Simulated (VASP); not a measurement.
## AlCu3: single point with r2SCAN

The system is AlCu3.

```
Al Cu
1.0
     0.00000    2.73572    2.73572
     2.73572    0.00000    2.73572
     2.73572    2.73572    0.00000
Al Cu
1 3
Direct
  0.00000 0.00000 0.00000
  0.50000 0.50000 0.50000
  0.25000 0.25000 0.25000
  0.75000 0.75000 0.75000
```

```
Program             : VASP 6.6.1
Task                : single point
Functional          : r2SCAN
Potentials or basis : VASP PAW PBE potentials, release 64 (Al, Cu)
Cutoff              : 520 eV
k mesh              : 10 × 10 × 10
Occupations         : gaussian, width 0.05 eV
Spin                : no spin polarisation
```

The pressure is 37.0 GPa and the band gap on the k mesh is zero (band 18 reaches 14.87 eV, above the bottom of band 19 at 8.35 eV).

Levels at points of the mesh, in eV from the Fermi level:
| k point | band 15 | band 16 | band 17 | band 18 | band 19 | band 20 | band 21 | band 22 |
| --- | --- | --- | --- | --- | --- | --- | --- | --- |
| (0.00, 0.00, 0.00) | -3.05 | -3.05 | 4.04 | 4.04 | 4.04 | 4.88 | 4.88 | 4.88 |
| (0.50, 0.00, 0.00) | -2.97 | -2.97 | -2.60 | 2.81 | 2.81 | 3.44 | 3.44 | 4.86 |
| (0.50, 0.50, 0.00) | -2.90 | -2.86 | -2.86 | -2.78 | -2.48 | 2.55 | 3.29 | 12.34 |

Run time: 2.1 min on 1 thread of Intel(R) Xeon(R) 6975P-C (Granite Rapids), with other jobs on the host, peak memory 0.19 GiB.

Caveat: the PAW data sets were made with another functional, which shifts forces and pressure a little.
